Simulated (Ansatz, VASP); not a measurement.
## MgO: VASP beside Ansatz

```
Mg O
1.0
     2.59187    0.00000    0.00000
     0.00000    2.59187    0.00000
     0.00000    0.00000    2.61639
Mg O
1 1
Direct
  0.00000 0.00000 0.00000
  0.50000 0.50000 0.50000
```

Change from the starting cell: epitaxial_xy strain -1.2%.

Alike in both runs: task single point; functional HSE06; k mesh 6 × 6 × 6; no spin polarisation.

```csv
,VASP,Ansatz
version,VASP 6.6.1,Ansatz 0.2.0
potentials or method,"VASP PAW PBE potentials, release 64 (Mg, O)","plane waves, PAW"
plane-wave cutoff (eV),520,420
occupations,"gaussian, width 0.01 eV",fixed
valence electrons in the cell,8,16
```

|  | VASP | Ansatz | Ansatz less VASP |
| --- | --- | --- | --- |
| gap on the k mesh at the Fermi level (eV) | 4.38 | 4.44 | +0.061 |
| pressure (GPa) | 3.3 | 3.7 | +0.39 |
| traceless stress, the component that is largest in VASP (GPa) | -4.55 | -4.54 | +0.014 |

VASP's potentials hold 8 valence electrons a cell and Ansatz's 16, so a difference there can come from the potentials and not from the codes. Ansatz's warnings: stress exchange threshold loose, stress scf threshold loose.
